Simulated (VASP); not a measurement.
# Ti6C in VASP: further runs, part 2 of 2

VASP 6.6.1. Earlier steps stand in the parts before.

## (3) Single point, PBE

The input, INCAR:

```
SYSTEM = Ti6C
  PREC = Accurate
  ENCUT = 520
  EDIFF = 1E-6
  ISMEAR = 0
  SIGMA = 0.1
  LREAL = .FALSE.
  LASPH = .TRUE.
  NELM = 80
  ALGO = Normal
  ISIF = 2
  LWAVE = .FALSE.
  LCHARG = .FALSE.
  LDIPOL = .TRUE.
  IDIPOL = 3
  DIPOL = 0.5 0.5 0.328
  GGA = PE
  NBANDS = 47
```

The input, KPOINTS:

```
regular mesh
0
G
  6 6 1
  0 0 0
```

The input, POSCAR:

```
Ti6C
1.0
    4.6037402166      0.0000000000      0.0000000000
   -2.3018701083      3.9869559800      0.0000000000
    0.0000000000      0.0000000000     19.9968207969
Ti C
6 1
Direct
    0.6666666667      0.3333333333      0.2000317971
    0.3333333333      0.6666666666      0.2470259940
    0.0000000000      0.0000000000      0.2940201911
    0.6666666667      0.3333333333      0.3353091166
    0.3333333333      0.6666666666      0.3717707096
    0.0000000000      0.0000000000      0.4249085834
    0.4444444444      0.2222222222      0.4225590857
```

Potentials or basis: VASP PAW PBE potentials, release 64 (Ti_sv, C).

Run with:

```console
> cat potpaw_PBE.64/Ti_sv/POTCAR potpaw_PBE.64/C/POTCAR > POTCAR
> mpirun -np 1 vasp_std > vasp.out
```

OUTCAR:

```text
SYSTEM = Ti6C
   PREC = Accurate
   ENCUT = 520
   EDIFF = 1E-6
   ISMEAR = 0
   LREAL = .FALSE.
   LASPH = .TRUE.
   NELM = 80
   ISIF = 2
   GGA = PE

 ion  position               nearest neighbor table
   1  0.667  0.333  0.200-   4 2.71   2 2.82   2 2.82   2 2.82
   2  0.333  0.667  0.247-   5 2.49   1 2.82   1 2.82   1 2.82   3 2.82   3 2.82   3 2.82
   3  0.000  0.000  0.294-   6 2.62   4 2.78   4 2.78   4 2.78   2 2.82   2 2.82   2 2.82
   4  0.667  0.333  0.335-   7 1.96   1 2.71   5 2.76   5 2.76   5 2.76   3 2.78   3 2.78   3 2.78

   5  0.333  0.667  0.372-   2 2.49   4 2.76   4 2.76   4 2.76   6 2.86   6 2.86   6 2.86
   6  0.000  0.000  0.425-   7 1.77   3 2.62   5 2.86   5 2.86   5 2.86
   7  0.444  0.222  0.423-   6 1.77   4 1.96

  LATTYP: Found a hexagonal cell.
 ALAT       =     4.6037402166
 C/A-ratio  =     4.3436032131

  Lattice vectors:

 A1 = (   4.6037402166,   0.0000000000,   0.0000000000)
 A2 = (  -2.3018701083,   3.9869559800,   0.0000000000)
 A3 = (   0.0000000000,   0.0000000000,  19.9968207969)

Analysis of symmetry for initial positions (statically):
=====================================================================
 Subroutine PRICEL returns:
 Original cell was already a primitive cell.

 Routine SETGRP: Setting up the symmetry group for a
 hexagonal supercell.

 Subroutine GETGRP returns: Found  2 space group operations
 (whereof  2 operations were pure point group operations)
 out of a pool of 24 trial point group operations.

The static configuration has the point symmetry C_1h.

Analysis of symmetry for dynamics (positions and initial velocities):
=====================================================================
 Subroutine PRICEL returns:
 Original cell was already a primitive cell.

 Routine SETGRP: Setting up the symmetry group for a
 hexagonal supercell.

 Subroutine GETGRP returns: Found  2 space group operations
 (whereof  2 operations were pure point group operations)
 out of a pool of 24 trial point group operations.

The dynamic configuration has the point symmetry C_1h.

 Subroutine INISYM returns: Found  2 space group operations
 (whereof  2 operations are pure point group operations),
 and found     1 'primitive' translations

----------------------------------------------------------------------------------------

                                     Primitive cell

  volume of cell :     367.0398

  direct lattice vectors                    reciprocal lattice vectors
     4.603740217  0.000000000  0.000000000     0.217214689  0.125408959  0.000000000
    -2.301870108  3.986955980  0.000000000     0.000000000  0.250817918  0.000000000
     0.000000000  0.000000000 19.996820797     0.000000000  0.000000000  0.050007949

  length of vectors
     4.603740217  4.603740217 19.996820797     0.250817918  0.250817918  0.050007949

  position of ions in fractional coordinates (direct lattice)
     0.666666667  0.333333333  0.200031797
     0.333333333  0.666666667  0.247025994
[... 52 lines left out ...]
 -0.166667  0.333333  0.000000      2.000000
  0.333333  0.166667  0.000000      4.000000
 -0.166667  0.500000  0.000000      4.000000
  0.500000  0.333333  0.000000      4.000000
  0.333333  0.333333  0.000000      2.000000
   k-points           NKPTS =     13   k-points in BZ     NKDIM =     13   number of bands    NBANDS=     47
   number of dos      NEDOS =    301   number of ions     NIONS =      7
   total plane-waves  NPLWV = 194400
   dimension x,y,z NGX =    36 NGY =   36 NGZ =  150
   dimension x,y,z NGXF=    72 NGYF=   72 NGZF=  300
   ions per type =               6   1
   NGX,Y,Z   is equivalent  to a cutoff of  13.00, 13.00, 12.47 a.u.
   NGXF,Y,Z  is equivalent  to a cutoff of  26.00, 26.00, 24.94 a.u.
 SYSTEM =  Ti6C
   PREC   = accura    normal or accurate (medium, high low for compatibility)
   ISTART =      0    job   : 0-new  1-cont  2-samecut
   ICHARG =      2    charge: 1-file 2-atom 10-const
   ISPIN  =      1    spin polarized calculation?
   LNONCOLLINEAR =      F non collinear calculations
   LSORBIT =      F    spin-orbit coupling
   LASPH  =      T    aspherical Exc in radial PAW
   ENCUT  =  520.0 eV  38.22 Ry    6.18 a.u.   8.56  8.56 37.18*2*pi/ulx,y,z
   NELM   =     80;   NELMIN=  2; NELMDL= -5     # of ELM steps
   EDIFF  = 0.1E-05   stopping-criterion for ELM
   LREAL  =      F    real-space projection
   EDIFFG = 0.1E-04   stopping-criterion for IOM
   NSW    =      0    number of steps for IOM
   IBRION =     -1    ionic relax: 0-MD 1-quasi-New 2-CG
   NFREE  =      0    steps in history (QN), initial steepest desc. (CG)
   ISIF   =      2    stress and relaxation
   ISYM   =      2    0-nonsym 1-usesym 2-fastsym
   POTIM  = 0.5000    time-step for ionic-motion
   TEBEG  =    0.0;   TEEND  =   0.0 temperature during run
   PSTRESS=    0.0 pullay stress
   NELECT =      76.0000    total number of electrons
   NUPDOWN=      -1.0000    fix difference up-down
   EMIN   =  10.00;   EMAX   =-10.00  energy-range for DOS
   EFERMI =   0.00;   METHOD = LEGACY
   ISMEAR =     0;   SIGMA  =   0.10  broadening in eV -4-tet -1-fermi 0-gaus
   EFERMI_NEDOS =   21; number of points for ismear=-14 and -15
   IALGO  =     38    algorithm
   IMIX   =      4    mixing-type and parameters
     AMIX     =   0.40;   BMIX     =  1.00
     AMIX_MAG =   1.60;   BMIX_MAG =  1.00
  volume/ion in A,a.u.               =      52.43       353.84
  Fermi-wavevector in a.u.,A,eV,Ry     =   0.968519  1.830236 12.762669  0.938030
  Thomas-Fermi vector in A             =   2.098495
   LORBIT       =      0    0 simple, 1 ext, 2 COOP (PROOUT), +10 PAW based schemes
   GGA     = PE    functional components
   LHFCALC =     F    Hartree Fock is set to
   AEXX    =    0.0000 exact exchange contribution
   IVDW    =     0    specifies the selected vdW correction
   LEPSILON=     F    determine dielectric tensor
   LRPA    =     F    only Hartree local field effects (RPA)
 non-spin polarized calculation
 Gauss-broadening in eV      SIGMA  =   0.10
  energy-cutoff  :      520.00
  volume of cell :      367.04
 maximum number of plane-waves:      9981
 NGX is ok and might be reduce to    36
   NGX = 17   NGY = 17   NGZ = 75

 dipolmoment           0.000000      0.000000     -0.000558 electrons x Angstroem

 number of electron      75.9999980 magnetization

 dipolmoment           0.000000      0.000000      0.007850 electrons x Angstroem

 Free energy of the ion-electron system (eV)
  ---------------------------------------------------
  ext. energy  EPLUGINS =         0.00000000
  ---------------------------------------------------
  free energy    TOTEN  =       -50.70255048 eV

  energy without entropy =      -50.63180163  energy(sigma->0) =      -50.66717605

 E-fermi :   0.1712     XC(G=0):  -4.4448

 val. band max:        0.1581706289   @ k =   0.1667   0.0000   0.0000
 cond. band min:       0.1803523905   @ k =   0.3333   0.3333   0.0000
 fundamental gap:      0.0221817615
 Fermi energy:         0.1711972398

 k-point     1 :       0.0000    0.0000    0.0000
  band No.  band energies     occupation
      1     -56.9462      2.00000
      2     -56.6088      2.00000
      3     -56.3691      2.00000
      4     -56.2944      2.00000
      5     -56.0920      2.00000
      6     -56.0637      2.00000
[... 639 lines left out ...]
     46       1.4758      0.00000
     47       1.5317      0.00000

------------------------ aborting loop because EDIFF is reached ----------------------------------------

 vacuum level on the upper side and lower side of the slab       (xc-potential included)        -0.098        -0.189

  FORCE on cell =-STRESS in cart. coord.  units (eV):
  Direction    XX          YY          ZZ          XY          YZ          ZX
  --------------------------------------------------------------------------------------
  -------------------------------------------------------------------------------------
  Total        1.0772282     -3.4986286      3.0981017      3.9628082     -0.7989333     -1.3837922
  in kB        4.7022432    -15.2719754     13.5236228     17.2981807     -3.4874494     -6.0404355
  external PRESSURE =       0.9846302 kB  Pullay stress =       0.0000000 kB

 VOLUME and BASIS-vectors are now :
 -----------------------------------------------------------------------------
  energy-cutoff  :      520.00
  volume of cell :      367.04
      direct lattice vectors                 reciprocal lattice vectors
     4.603740217  0.000000000  0.000000000     0.217214689  0.125408959  0.000000000
    -2.301870108  3.986955980  0.000000000     0.000000000  0.250817918  0.000000000
     0.000000000  0.000000000 19.996820797     0.000000000  0.000000000  0.050007949

 POSITION                                       TOTAL-FORCE (eV/Angst)
 -----------------------------------------------------------------------------------
      2.30187      1.32899      4.00000         0.015686      0.009056      0.079599
     -0.00000      2.65797      4.93973         0.162007      0.093535      0.372881
      0.00000      0.00000      5.87947        -0.234099     -0.135157     -1.480195
      2.30187      1.32899      6.70512         0.589713      0.340471     -1.076943
     -0.00000      2.65797      7.43423         0.184588      0.106572      0.923003
      0.00000      0.00000      8.49682        -2.773884     -1.601502      1.179813
      1.53458      0.88599      8.44984         2.055988      1.187025      0.001843
 -----------------------------------------------------------------------------------
    total drift:                                0.000124      0.000070     -0.000103

  FREE ENERGIE OF THE ION-ELECTRON SYSTEM (eV)
  ---------------------------------------------------
  free  energy   TOTEN  =       -50.7025504759 eV

  energy  without entropy=      -50.6318016329  energy(sigma->0) =      -50.66717605

 vacuum level on the upper side and lower side of the slab         3.466         3.361
```

It took 5 min on 1 thread of Intel Xeon 6975P-C (Granite Rapids), shared host; peak memory 0.51 GiB.

Results:

```
Free energy            : -50.7026 eV
Largest force          : 3.413 eV/Å
Band gap on the k mesh : zero (band 38 reaches 0.18 eV, above the bottom of band 39 at 0.12 eV)
```

Forces on the atoms (eV/Å):
```
Ti   0.016  0.009  0.080
Ti   0.162  0.094  0.373
Ti  -0.234 -0.135 -1.480
Ti   0.590  0.340 -1.077
Ti   0.185  0.107  0.923
Ti  -2.774 -1.602  1.180
C    2.056  1.187  0.002
```
